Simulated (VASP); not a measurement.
Here is a VASP 6.6.1 calculation.

INCAR

```
SYSTEM = BeTe
PREC = Accurate
ENCUT = 600
EDIFF = 1E-6
ISMEAR = 0
SIGMA = 0.01
LREAL = .False.
LASPH = .True.
NELM = 120
ALGO = Normal
ISIF = 2
LWAVE = .False.
LCHARG = .True.
GGA = RE
LELF = .True.
LVHAR = .True.
NBANDS = 11
GGA_COMPAT = .False.
```

Contents of KPOINTS:

```
Automatic mesh
0
Gamma
  4 4 4
  0 0 0
```

POSCAR

```
BeTe
1.0
    0.0000000000      2.7700000000      2.7700000000
    2.7700000000      0.0000000000      2.7700000000
    2.7700000000      2.7700000000      0.0000000000
Be Te
1 1
Direct
    0.0000000000      0.0000000000      0.0000000000
    0.2500000000      0.2500000000      0.2500000000
```

Potentials or basis: VASP PAW PBE potentials, release 64 (Be, Te).

Run with:

```bash
$ cat potpaw_PBE.64/Be/POTCAR potpaw_PBE.64/Te/POTCAR > POTCAR
$ mpirun -np 1 vasp_std > vasp.out
```

(1) What does it give for the band gap on the k mesh?

(2) Predict the pressure.

Results:

(1) 1.90 eV, indirect (least direct gap 3.57 eV).

(2) 6.3 GPa.

Caveat: the k points lie up to 0.49 Å⁻¹ apart; the PAW data sets were made with another functional, which shifts forces and pressure a little; spin-orbit coupling is left out, which moves the levels of the heavy elements.
